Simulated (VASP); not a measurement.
# Mg (P6_3/mmc) in VASP: single point with PBE

Aim: the single point of Mg with PBE.

Program: VASP 6.6.1. These are calculated values, not measurements. Logs are shortened: lines on timing, memory, paths and dates and some standing lists are left out, and cuts for length are marked.

## Step 1: The cell of the first run

Symmetry: P6_3/mmc, No. 194, hexagonal system. The conventional cell has a = 3.210 Å, b = 3.210 Å, c = 5.140 Å, α = 90.00°, β = 90.00°, γ = 120.00°. Within 4.2 Å of Mg (site symmetry -6m2) lie 12 Mg at 3.17 to 3.21 Å.

## Step 2: Single point, PBE

The input, INCAR:

```
SYSTEM = Mg
PREC = Accurate
ENCUT = 520
EDIFF = 1E-6
ISMEAR = 0
SIGMA = 0.1
LREAL = .FALSE.
LASPH = .TRUE.
NELM = 100
ALGO = Fast
ISIF = 2
LWAVE = .FALSE.
LCHARG = .FALSE.
GGA = PE
NBANDS = 9
```

The input, KPOINTS:

```
regular mesh
0
G
  15 15 8
  0 0 0
```

The input, POSCAR:

```
Mg
1.0
    3.2099407606      0.0000000000      0.0000000000
   -1.6049703803      2.7798902434      0.0000000000
    0.0000000000      0.0000000000      5.1399402232
Mg
2
Direct
    0.3333333333      0.6666666667      0.2500000000
    0.6666666667      0.3333333333      0.7500000000
```

Potentials or basis: VASP PAW PBE potentials, release 64 (Mg).

On the command line:

```console
> cat potpaw_PBE.64/Mg/POTCAR > POTCAR
> mpirun -np 1 vasp_std > vasp.out
```

OUTCAR:

```text
SYSTEM = Mg
   PREC = Accurate
   ENCUT = 520
   EDIFF = 1E-6
   ISMEAR = 0
   LREAL = .FALSE.
   LASPH = .TRUE.
   NELM = 100
   ISIF = 2
   GGA = PE

 ion  position               nearest neighbor table
   1  0.333  0.667  0.250-   2 3.17   2 3.17   2 3.17   2 3.17   2 3.17   2 3.17
   2  0.667  0.333  0.750-   1 3.17   1 3.17   1 3.17   1 3.17   1 3.17   1 3.17

  LATTYP: Found a hexagonal cell.
 ALAT       =     3.2099407606
 C/A-ratio  =     1.6012570345

  Lattice vectors:

 A1 = (   3.2099407606,   0.0000000000,   0.0000000000)
 A2 = (  -1.6049703803,   2.7798902434,   0.0000000000)
 A3 = (   0.0000000000,   0.0000000000,   5.1399402232)

Analysis of symmetry for initial positions (statically):
=====================================================================
 Subroutine PRICEL returns:
 Original cell was already a primitive cell.

 Routine SETGRP: Setting up the symmetry group for a
 hexagonal supercell.

 Subroutine GETGRP returns: Found 24 space group operations
 (whereof 12 operations were pure point group operations)
 out of a pool of 24 trial point group operations.

The static configuration has the point symmetry D_3d.
 The point group associated with its full space group is D_6h.

Analysis of symmetry for dynamics (positions and initial velocities):
=====================================================================
 Subroutine PRICEL returns:
 Original cell was already a primitive cell.

 Routine SETGRP: Setting up the symmetry group for a
 hexagonal supercell.

 Subroutine GETGRP returns: Found 24 space group operations
 (whereof 12 operations were pure point group operations)
 out of a pool of 24 trial point group operations.

The dynamic configuration has the point symmetry D_3d.
 The point group associated with its full space group is D_6h.

 Subroutine INISYM returns: Found 24 space group operations
 (whereof 12 operations are pure point group operations),
 and found     1 'primitive' translations

----------------------------------------------------------------------------------------

                                     Primitive cell

  volume of cell :      45.8651

  direct lattice vectors                    reciprocal lattice vectors
     3.209940761  0.000000000  0.000000000     0.311532229  0.179863216  0.000000000
    -1.604970380  2.779890243  0.000000000     0.000000000  0.359726433  0.000000000
     0.000000000  0.000000000  5.139940223     0.000000000  0.000000000  0.194554792

  length of vectors
     3.209940761  3.209940761  5.139940223     0.359726433  0.359726433  0.194554792

  position of ions in fractional coordinates (direct lattice)
     0.333333333  0.666666667  0.250000000
     0.666666667  0.333333333  0.750000000

  ion indices of the primitive-cell ions
   primitive index   ion index
                 1           1
                 2           2

----------------------------------------------------------------------------------------

 KPOINTS: regular mesh

Automatic generation of k-mesh.
 Grid dimensions read from file:
 generate k-points for:   15   15    8

 Generating k-lattice:

  Cartesian coordinates                     Fractional coordinates (reciprocal lattice)
     0.020768815  0.011990881  0.000000000     0.066666667  0.000000000  0.000000000
     0.000000000  0.023981762  0.000000000     0.000000000  0.066666667  0.000000000
     0.000000000  0.000000000  0.024319349     0.000000000  0.000000000  0.125000000

  Length of vectors
     0.023981762  0.023981762  0.024319349

  Shift w.r.t. Gamma in fractional coordinates (k-lattice)
     0.000000000  0.000000000  0.000000000

 Subroutine IBZKPT returns following result:
 ===========================================

 Found    135 irreducible k-points:

 Following reciprocal coordinates:
            Coordinates               Weight
  0.000000  0.000000  0.000000      1.000000
  0.066667 -0.000000  0.000000      6.000000
  0.133333 -0.000000  0.000000      6.000000
  0.200000  0.000000  0.000000      6.000000
  0.266667 -0.000000  0.000000      6.000000
  0.333333  0.000000  0.000000      6.000000
[... 16 lines left out ...]
  0.333333  0.200000  0.000000     12.000000
  0.400000  0.200000  0.000000      6.000000
 [... further k-points ...]
   k-points           NKPTS =    135   k-points in BZ     NKDIM =    135   number of bands    NBANDS=      9
   number of dos      NEDOS =    301   number of ions     NIONS =      2
   total plane-waves  NPLWV =  23040
   dimension x,y,z NGX =    24 NGY =   24 NGZ =   40
   dimension x,y,z NGXF=    48 NGYF=   48 NGZF=   80
   ions per type =               2
   NGX,Y,Z   is equivalent  to a cutoff of  12.43, 12.43, 12.94 a.u.
   NGXF,Y,Z  is equivalent  to a cutoff of  24.86, 24.86, 25.88 a.u.
 SYSTEM =  Mg
   PREC   = accura    normal or accurate (medium, high low for compatibility)
   ISTART =      0    job   : 0-new  1-cont  2-samecut
   ICHARG =      2    charge: 1-file 2-atom 10-const
   ISPIN  =      1    spin polarized calculation?
   LNONCOLLINEAR =      F non collinear calculations
   LSORBIT =      F    spin-orbit coupling
   LASPH  =      T    aspherical Exc in radial PAW
   ENCUT  =  520.0 eV  38.22 Ry    6.18 a.u.   5.97  5.97  9.56*2*pi/ulx,y,z
   NELM   =    100;   NELMIN=  2; NELMDL= -5     # of ELM steps
   EDIFF  = 0.1E-05   stopping-criterion for ELM
   LREAL  =      F    real-space projection
   EDIFFG = 0.1E-04   stopping-criterion for IOM
   NSW    =      0    number of steps for IOM
   IBRION =     -1    ionic relax: 0-MD 1-quasi-New 2-CG
   NFREE  =      0    steps in history (QN), initial steepest desc. (CG)
   ISIF   =      2    stress and relaxation
   ISYM   =      2    0-nonsym 1-usesym 2-fastsym
   POTIM  = 0.5000    time-step for ionic-motion
   TEBEG  =    0.0;   TEEND  =   0.0 temperature during run
   PSTRESS=    0.0 pullay stress
   NELECT =       4.0000    total number of electrons
   NUPDOWN=      -1.0000    fix difference up-down
   EMIN   =  10.00;   EMAX   =-10.00  energy-range for DOS
   EFERMI =   0.00;   METHOD = LEGACY
   ISMEAR =     0;   SIGMA  =   0.10  broadening in eV -4-tet -1-fermi 0-gaus
   EFERMI_NEDOS =   21; number of points for ismear=-14 and -15
   IALGO  =     68    algorithm
   IMIX   =      4    mixing-type and parameters
     AMIX     =   0.40;   BMIX     =  1.00
     AMIX_MAG =   1.60;   BMIX_MAG =  1.00
  volume/ion in A,a.u.               =      22.93       154.76
  Fermi-wavevector in a.u.,A,eV,Ry     =   0.725995  1.371933  7.171215  0.527069
  Thomas-Fermi vector in A             =   1.816857
   LORBIT       =      0    0 simple, 1 ext, 2 COOP (PROOUT), +10 PAW based schemes
   GGA     = PE    functional components
   LHFCALC =     F    Hartree Fock is set to
   AEXX    =    0.0000 exact exchange contribution
   IVDW    =     0    specifies the selected vdW correction
   LEPSILON=     F    determine dielectric tensor
   LRPA    =     F    only Hartree local field effects (RPA)
 non-spin polarized calculation
 RMM-DIIS sequential band-by-band and
 Gauss-broadening in eV      SIGMA  =   0.10
  energy-cutoff  :      520.00
  volume of cell :       45.87
 maximum number of plane-waves:      1254
 NGX is ok and might be reduce to    24
   NGX = 11   NGY = 11   NGZ = 19

 number of electron       4.0000000 magnetization

 Free energy of the ion-electron system (eV)
  ---------------------------------------------------
  ext. energy  EPLUGINS =         0.00000000
  ---------------------------------------------------
  free energy    TOTEN  =        -3.01499029 eV

  energy without entropy =       -3.01013123  energy(sigma->0) =       -3.01256076

 E-fermi :   2.6367     XC(G=0):  -8.4942

 val. band max:        2.6221730729   @ k =   0.3333   0.1333   0.1250
 cond. band min:       2.6530604637   @ k =   0.3333   0.1333   0.0000
 fundamental gap:      0.0308873907
 Fermi energy:         2.6367380349

 k-point     1 :       0.0000    0.0000    0.0000
  band No.  band energies     occupation
      1      -4.2973      2.00000
      2       1.0257      2.00000
      3       1.5262      2.00000
      4      13.4385      0.00000
      5      13.4385      0.00000
      6      13.5212      0.00000
      7      13.5212      0.00000
      8      14.5341      0.00000
      9      15.9235      0.00000

 k-point     2 :       0.0667   -0.0000    0.0000
  band No.  band energies     occupation
      1      -4.2105      2.00000
      2       1.1049      2.00000
      3       1.6104      2.00000
      4      11.6852      0.00000
      5      12.4605      0.00000
      6      13.2844      0.00000
      7      14.6259      0.00000
      8      15.3625      0.00000
      9      16.3717      0.00000

 k-point     3 :       0.1333   -0.0000    0.0000
  band No.  band energies     occupation
      1      -3.9507      2.00000
      2       1.3424      2.00000
      3       1.8611      2.00000
      4       9.6567      0.00000
      5      11.5856      0.00000
      6      12.3562      0.00000
      7      14.4245      0.00000
      8      15.1131      0.00000
      9      15.7590      0.00000

 k-point     4 :       0.2000    0.0000    0.0000
  band No.  band energies     occupation
      1      -3.5192      2.00000
      2       1.7386      2.00000
      3       2.2704      2.00000
      4       7.7172      0.00000
      5      10.8569      0.00000
      6      11.3736      0.00000
      7      12.4930      0.00000
      8      13.7717      0.00000
      9      15.4559      0.00000
[... 205 lines left out ...]
 k-point    22 :       0.2667    0.2000    0.0000
  band No.  band energies     occupation
      1      -1.1387      2.00000
      2       3.5329      0.00000
      3       3.9602      0.00000
      4       4.4885      0.00000
      5       5.6273      0.00000
      6       8.7188      0.00000
      7       9.7435      0.00000
      8      10.0737      0.00000
      9      11.1953      0.00000

 k-point    23 :       0.3333    0.2000    0.0000
  band No.  band energies     occupation
      1      -0.1378      2.00000
      2       2.2899      2.00000
      3       4.5083      0.00000
      4       4.9084      0.00000
      5       6.0187      0.00000
      6       7.3237      0.00000
      7       8.5280      0.00000
      8       9.7947      0.00000
      9      10.9161      0.00000

 k-point    24 :       0.4000    0.2000    0.0000
  band No.  band energies     occupation
      1       1.0089      2.00000
      2       1.0155      2.00000
      3       4.5035      0.00000
      4       5.8448      0.00000
      5       6.2329      0.00000
      6       6.5030      0.00000
      7       7.8195      0.00000
      8       9.7068      0.00000
      9      10.8291      0.00000

 [... further k-points ...]

------------------------ aborting loop because EDIFF is reached ----------------------------------------

  FORCE on cell =-STRESS in cart. coord.  units (eV):
  Direction    XX          YY          ZZ          XY          YZ          ZX
  --------------------------------------------------------------------------------------
  -------------------------------------------------------------------------------------
  Total       -0.0333665     -0.0333665     -0.0336284      0.0000000      0.0000000      0.0000000
  in kB       -1.1655691     -1.1655691     -1.1747201      0.0000000      0.0000000      0.0000000
  external PRESSURE =      -1.1686194 kB  Pullay stress =       0.0000000 kB

 VOLUME and BASIS-vectors are now :
 -----------------------------------------------------------------------------
  energy-cutoff  :      520.00
  volume of cell :       45.87
      direct lattice vectors                 reciprocal lattice vectors
     3.209940761  0.000000000  0.000000000     0.311532229  0.179863216  0.000000000
    -1.604970380  2.779890243  0.000000000     0.000000000  0.359726433  0.000000000
     0.000000000  0.000000000  5.139940223     0.000000000  0.000000000  0.194554792

 POSITION                                       TOTAL-FORCE (eV/Angst)
 -----------------------------------------------------------------------------------
     -0.00000      1.85326      1.28499         0.000000      0.000000      0.000000
      1.60497      0.92663      3.85496        -0.000000      0.000000      0.000000
 -----------------------------------------------------------------------------------
    total drift:                               -0.000000      0.000000     -0.000000

  FREE ENERGIE OF THE ION-ELECTRON SYSTEM (eV)
  ---------------------------------------------------
  free  energy   TOTEN  =        -3.0149902877 eV

  energy  without entropy=       -3.0101312334  energy(sigma->0) =       -3.01256076
```

It took 10 s on 1 thread of Intel Xeon 6975P-C (Granite Rapids), shared host; peak memory 0.18 GiB.

What came out:

```yaml
Free_energy: -3.0150 eV
Pressure: -0.1 GPa
Band_gap_on_the_k_mesh: zero (bands 2 and 3 overlap by 2.01 eV)
```
